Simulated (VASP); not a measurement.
# BN (Cm) in VASP: notebook, part 2 of 2

VASP 6.6.1. The steps go on from the part before.

### 3 Single point, r2SCAN (the part above a cut slid along it)

File POSCAR:

```
BN
1.0
    1.8048137541     -1.8048137541      0.0000000000
    1.8048137541      0.0000000000     -1.8048137541
    9.0240687705      6.3168481394      6.3168481394
B N
6 6
Direct
    0.8021000000     -0.1979000000      0.3958000000
    0.2187666667      0.2187666667      0.2291333333
    0.3854333333      0.3854333333      0.5624666667
    0.5521000000      0.5521000000      0.8958000000
   -0.0312333333     -0.0312333333      0.7291333333
    0.6354333333      0.6354333333      0.0624666667
    0.4479333333      0.4479333333      0.4374666667
   -0.1354000000     -0.1354000000      0.2708000000
    0.0312666667      0.0312666667      0.6041333333
    0.1979333333      0.1979333333      0.9374666667
   -0.3854000000     -0.3854000000      0.7708000000
    0.2812666667      0.2812666667      0.1041333333
```

File INCAR.step1:

```
SYSTEM = BN
  PREC = Accurate
  ENCUT = 520
  ISMEAR = 0
  SIGMA = 0.05
  LREAL = .False.
  LASPH = .True.
  NELM = 60
  NBANDS = 36
  GGA = PE
  ALGO = Normal
  EDIFF = 1E-4
  LWAVE = .True.
  LCHARG = .False.
```

File INCAR.step2:

```
SYSTEM = BN
  PREC = Accurate
  ENCUT = 520
  EDIFF = 1E-6
  ISMEAR = 0
  SIGMA = 0.05
  LREAL = .False.
  LASPH = .True.
  NELM = 60
  ALGO = Normal
  ISIF = 2
  LWAVE = .False.
  LCHARG = .False.
  METAGGA = R2SCAN
  LMIXTAU = .True.
  NBANDS = 36
  ISTART = 1
```

File KPOINTS:

```
regular mesh
0
Gamma
  10 10 2
  0 0 0
```

Potentials or basis: VASP PAW PBE potentials, release 64 (B, N).

Command:

```console
cat potpaw_PBE.64/B/POTCAR potpaw_PBE.64/N/POTCAR > POTCAR
cp INCAR.step1 INCAR
mpirun -np 1 vasp_std > vasp.out
cp INCAR.step2 INCAR
mpirun -np 1 vasp_std > vasp.out
```

OUTCAR:

```text
SYSTEM = BN
   PREC = Accurate
   ENCUT = 520
   EDIFF = 1E-6
   ISMEAR = 0
   LREAL = .False.
   LASPH = .True.
   NELM = 60
   ISIF = 2
   METAGGA = R2SCAN
   ISTART = 1

 ion  position               nearest neighbor table
   1  0.802  0.802  0.396-   8 1.56   7 1.56   7 1.56   7 1.56
   2  0.219  0.219  0.229-  12 1.56   8 1.56   8 1.56   8 1.56
   3  0.385  0.385  0.562-   9 1.56   9 1.56   9 1.56   7 1.56
   4  0.552  0.552  0.896-  11 1.56  10 1.56  10 1.56  10 1.56
   5  0.969  0.969  0.729-   9 1.56  11 1.56  11 1.56  11 1.56
   6  0.635  0.635  0.062-  12 1.56  12 1.56  12 1.56
   7  0.448  0.448  0.437-   3 1.56   1 1.56   1 1.56   1 1.56
   8  0.865  0.865  0.271-   1 1.56   2 1.56   2 1.56   2 1.56
   9  0.031  0.031  0.604-   3 1.56   3 1.56   3 1.56   5 1.56
  10  0.198  0.198  0.937-   4 1.56   4 1.56   4 1.56
  11  0.615  0.615  0.771-   4 1.56   5 1.56   5 1.56   5 1.56
  12  0.281  0.281  0.104-   6 1.56   6 1.56   6 1.56   2 1.56

  LATTYP: Found a face centered orthorhombic cell.
 ALAT       =     2.5523920886
 B/A-ratio  =     1.7320508076
 C/A-ratio  =     9.7979589712

  Lattice vectors:

 A1 = (   9.0240687705,   6.3168481394,   6.3168481394)
 A2 = (   7.2192550164,   6.3168481394,   8.1216618935)
 A3 = (   1.8048137541,  -1.8048137541,   0.0000000000)

Analysis of symmetry for initial positions (statically):
=====================================================================
 Subroutine PRICEL returns:
 Original cell was already a primitive cell.

 Routine SETGRP: Setting up the symmetry group for a
 face centered orthorhombic supercell.

 Subroutine GETGRP returns: Found  2 space group operations
 (whereof  2 operations were pure point group operations)
 out of a pool of  8 trial point group operations.

The static configuration has the point symmetry C_1h.

[... 180 lines left out ...]
   LHFCALC =     F    Hartree Fock is set to
   AEXX    =    0.0000 exact exchange contribution
   IVDW    =     0    specifies the selected vdW correction
   LEPSILON=     F    determine dielectric tensor
   LRPA    =     F    only Hartree local field effects (RPA)
 non-spin polarized calculation
 Gauss-broadening in eV      SIGMA  =   0.05
  energy-cutoff  :      520.00
  volume of cell :       70.55
 maximum number of plane-waves:      1924
   NGX =  9   NGY =  9   NGZ = 47

 number of electron      47.9999995 magnetization

 Free energy of the ion-electron system (eV)
  ---------------------------------------------------
  ext. energy  EPLUGINS =         0.00000000
  ---------------------------------------------------
  free energy    TOTEN  =      -112.07324951 eV

  energy without entropy =     -112.07324951  energy(sigma->0) =     -112.07324951

 E-fermi :   8.1919     XC(G=0): -13.7028

 val. band max:        7.9438685013   @ k =   0.0000   0.0000   0.0000
 cond. band min:      11.2831988034   @ k =   0.5000   0.0000  -0.0000
 fundamental gap:      3.3393303021
 Fermi energy:         8.1918633323

 k-point     1 :       0.0000    0.0000    0.0000
  band No.  band energies     occupation
      1     -14.1361      2.00000
      2     -13.3825      2.00000
      3     -13.1531      2.00000
      4     -11.4561      2.00000
      5     -11.2348      2.00000
      6      -9.5672      2.00000
[... 925 lines left out ...]
     35      19.7380      0.00000
     36      20.1524      0.00000

 [... further k-points ...]

------------------------ aborting loop because EDIFF is reached ----------------------------------------

  FORCE on cell =-STRESS in cart. coord.  units (eV):
  Direction    XX          YY          ZZ          XY          YZ          ZX
  --------------------------------------------------------------------------------------
  -------------------------------------------------------------------------------------
  Total        6.8220862     -1.8588858     -1.8588858      3.2691986      2.8395245      3.2691985
  in kB      154.9349386    -42.2167569    -42.2167569     74.2460682     64.4878328     74.2460678
  external PRESSURE =      23.5004749 kB  Pullay stress =       0.0000000 kB

 VOLUME and BASIS-vectors are now :
 -----------------------------------------------------------------------------
  energy-cutoff  :      520.00
  volume of cell :       70.55
      direct lattice vectors                 reciprocal lattice vectors
     1.804813754 -1.804813754  0.000000000     0.161604856 -0.392468936  0.161604856
     1.804813754  0.000000000 -1.804813754     0.161604856  0.161604856 -0.392468936
     9.024068770  6.316848139  6.316848139     0.046172816  0.046172816  0.046172816

 POSITION                                       TOTAL-FORCE (eV/Angst)
 -----------------------------------------------------------------------------------
      6.46701      1.05257      1.05257         0.124909      0.114992      0.114992
      2.85738      1.05257      1.05257         0.535730      0.130990      0.130990
      6.46701      2.85738      2.85738         0.114815      0.114297      0.114297
     10.07664      4.66219      4.66219        -0.802165      0.153796      0.153796
     10.07664      2.85738      2.85738         0.102513      0.104983      0.104983
      2.85738     -0.75225     -0.75225         0.517498      0.817283      0.817283
      5.56460      1.95497      1.95497        -0.112007     -0.117930     -0.117930
      5.56460      0.15016      0.15016        -0.099834     -0.113883     -0.113883
      5.56460      3.75979      3.75979        -0.118094     -0.118466     -0.118466
      9.17423      5.56460      5.56460        -1.850392     -0.961851     -0.961851
      9.17423      3.75979      3.75979        -0.230187     -0.229365     -0.229365
      1.95497      0.15016      0.15016         1.817214      0.105153      0.105153
 -----------------------------------------------------------------------------------
    total drift:                                0.001312      0.001144      0.001144

  FREE ENERGIE OF THE ION-ELECTRON SYSTEM (eV)
  ---------------------------------------------------
  free  energy   TOTEN  =      -112.0732495122 eV

  energy  without entropy=     -112.0732495122  energy(sigma->0) =     -112.07324951
```

OUTCAR.step1:

```text
SYSTEM = BN
   PREC = Accurate
   ENCUT = 520
   ISMEAR = 0
   LREAL = .False.
   LASPH = .True.
   NELM = 60
[... 1219 lines left out ...]
      9.17423      5.56460      5.56460        -1.729076     -0.907000     -0.907000
      9.17423      3.75979      3.75979        -0.219885     -0.209662     -0.209662
      1.95497      0.15016      0.15016         1.745836      0.116266      0.116266
 -----------------------------------------------------------------------------------
    total drift:                               -0.000380      0.000212      0.000212

  FREE ENERGIE OF THE ION-ELECTRON SYSTEM (eV)
  ---------------------------------------------------
  free  energy   TOTEN  =      -101.8907697792 eV

  energy  without entropy=     -101.8907697792  energy(sigma->0) =     -101.89076978
```

OSZICAR.step1:

```text
N       E                     dE             d eps       ncg     rms          rms(c)
DAV:   1     0.176127276303E+03    0.17613E+03   -0.25485E+04  4464   0.131E+03
DAV:   2    -0.973603524566E+02   -0.27349E+03   -0.25954E+03  5688   0.301E+02
DAV:   3    -0.107794333883E+03   -0.10434E+02   -0.10375E+02  5928   0.574E+01
DAV:   4    -0.107883473197E+03   -0.89139E-01   -0.89007E-01  5864   0.545E+00
DAV:   5    -0.107884763489E+03   -0.12903E-02   -0.12895E-02  5816   0.581E-01    0.166E+01
DAV:   6    -0.102342335484E+03    0.55424E+01   -0.14842E+01  5580   0.188E+01    0.773E+00
DAV:   7    -0.101975464375E+03    0.36687E+00   -0.93598E-01  5936   0.550E+00    0.475E+00
DAV:   8    -0.101896570627E+03    0.78894E-01   -0.25662E-01  5728   0.289E+00    0.542E-01
DAV:   9    -0.101890437744E+03    0.61329E-02   -0.23275E-02  5552   0.926E-01    0.266E-01
DAV:  10    -0.101890602208E+03   -0.16446E-03   -0.26821E-03  5912   0.313E-01    0.147E-01
DAV:  11    -0.101890758065E+03   -0.15586E-03   -0.76329E-04  5600   0.156E-01    0.314E-02
DAV:  12    -0.101890769779E+03   -0.11715E-04   -0.61130E-05  3152   0.543E-02
   1 F= -.10189077E+03 E0= -.10189077E+03  d E =-.156939E-14
```

Run time: 19 min. Hardware: 1 thread of AMD EPYC, shared host; peak memory 0.23 GiB.

Results:

* Free energy: -112.0732 eV
* Pressure: 2.4 GPa
* Largest force: 2.297 eV/Å
* Band gap on the k mesh: 3.34 eV (least direct gap 4.56 eV)

Forces on the atoms (eV/Å):
```
B    0.125  0.115  0.115
B    0.536  0.131  0.131
B    0.115  0.114  0.114
B   -0.802  0.154  0.154
B    0.103  0.105  0.105
B    0.517  0.817  0.817
N   -0.112 -0.118 -0.118
N   -0.100 -0.114 -0.114
N   -0.118 -0.118 -0.118
N   -1.850 -0.962 -0.962
N   -0.230 -0.229 -0.229
N    1.817  0.105  0.105
```

Caveat: the cell differs from its parent crystal (the part above a cut slid along it); the stress differs along the axes, from -4 to 15 GPa; the PAW data sets were made with another functional, which shifts forces and pressure a little.
